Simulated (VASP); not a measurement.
Here is a VASP 6.6.1 calculation.

File INCAR:

```
PREC = Accurate
ENCUT = 520
EDIFF = 1E-6
ISMEAR = 0
SIGMA = 0.1
LREAL = F
LASPH = T
NELM = 150
ALGO = Normal
ISIF = 2
LWAVE = F
LCHARG = F
ISPIN = 2
MAGMOM = 1 1 1 1 0
LORBIT = 11
LMAXMIX = 4
GGA = PE
NBANDS = 42
```

File KPOINTS:

```
regular mesh
0
Gamma
  6 6 6
```

The input POSCAR:

```
TaTi4
1.0
    2.3126210055      1.3351923600      4.7218994161
   -2.3126210055      1.3351923600      4.7218994161
    0.0000000000     -2.6703847201      4.7218994161
Ti Ta
4 1
Direct
    0.3991299102      0.3991299102      0.3991299102
    0.6008700898      0.6008700898      0.6008700898
    0.2020423974      0.2020423974      0.2020423974
    0.7979576026      0.7979576026      0.7979576026
    0.0000000000      0.0000000000      0.0000000000
```

Potentials or basis: VASP PAW PBE potentials, release 64 (Ti_sv, Ta_pv).

Run with:

```sh
$ cat potpaw_PBE.64/Ti_sv/POTCAR potpaw_PBE.64/Ta_pv/POTCAR > POTCAR
$ mpirun -np 1 vasp_std > vasp.out
```

Problem. Estimate the pressure.

Solution. -1.0 GPa.

Problem. What does it give for the net moment?

Solution. 0.00 μB per cell.

Stress tensor (GPa, compression positive):
```
-0.82  0.00  0.00
 0.00 -0.82  0.00
 0.00  0.00 -1.39
```
